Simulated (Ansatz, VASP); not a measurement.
One calculation of Si3Ge, two programs

POSCAR

```
Si3Ge
1.0
    3.8880966177      0.0000000000      0.0000000000
    0.0000000000      3.8880966177      0.0000000000
    0.0000000000      0.0000000000      5.4836775972
Si Ge
3 1
Direct
    0.5000000000      0.0000000000      0.7548774920
    0.5000000000      0.5000000000      0.0000000000
    0.0000000000      0.5000000000      0.2451225080
    0.0000000000      0.0000000000      0.5000000000
```

INCAR.step1

```
SYSTEM = Si3Ge
ALGO = Normal
EDIFF = 1E-5
ENCUT = 520
GGA = PE
ISIF = 2
ISMEAR = 0
LASPH = .TRUE.
LCHARG = .FALSE.
LREAL = .FALSE.
LWAVE = .TRUE.
NBANDS = 21
NELM = 80
PREC = Accurate
SIGMA = 0.01
```

The input INCAR.step2:

```
SYSTEM = Si3Ge
ALGO = Normal
EDIFF = 1E-6
ENCUT = 520
GGA = PE
HFSCREEN = 0.2079
ISIF = 2
ISMEAR = 0
ISTART = 1
LASPH = .TRUE.
LCHARG = .FALSE.
LHFCALC = .TRUE.
LREAL = .FALSE.
LWAVE = .FALSE.
NBANDS = 21
NELM = 80
PREC = Accurate
PRECFOCK = Normal
SIGMA = 0.01
```

The input KPOINTS:

```
k-points
0
G
  4 4 2
  0 0 0
```

Input for Ansatz:

```yaml
crystal:
  lattice:
    - [3.8880966177, 0.0, 0.0]
    - [0.0, 3.8880966177, 0.0]
    - [0.0, 0.0, 5.4836775972]
  atoms:
    - { symbol: Si, position: [0.5, 0.0, 0.754877492] }
    - { symbol: Si, position: [0.5, 0.5, 0.0] }
    - { symbol: Si, position: [0.0, 0.5, 0.245122508] }
    - { symbol: Ge, position: [0.0, 0.0, 0.5] }
kpoints:
  mp_grid: { grid: [4, 4, 2] }
hamiltonian:
  xc: hse06
scf:
  occupations: { method: fixed }
  n_extra_bands: 5
output:
  forces: true
  stress: true
  eigenvalues: true
  write_density: true
  write_potential: true
  elf: true
  volumetric_format: npy
```

Alike in both runs: task single point; functional HSE06; k mesh 4 × 4 × 2; no spin polarisation.

|  | VASP | Ansatz |
| --- | --- | --- |
| version | VASP 6.6.1 | Ansatz 0.2.0 |
| potentials or method | VASP PAW PBE potentials, release 64 (Si, Ge_d) | plane waves, PAW |
| plane-wave cutoff (eV) | 520 | 420 |
| occupations | gaussian, width 0.01 eV | fixed |
| valence electrons in the cell | 26 | 26 |

|  | VASP | Ansatz | Ansatz less VASP |
| --- | --- | --- | --- |
| gap on the k mesh at the Fermi level (eV) | 0.96 | 0.95 | -0.013 |
| pressure (GPa) | -0.1 | 0.2 | +0.27 |
| traceless stress, the component that is largest in VASP (GPa) | -0.92 | -0.88 | +0.037 |
| rms of the force components (eV/Å) | 0.021 | 0.018 | -0.0031 |

Atom by atom the forces differ by 0.003 eV/Å (rms over components). Ansatz's warnings: stress exchange threshold loose, stress scf threshold loose.

The k mesh is coarse, so the values compare programs but aren't converged.
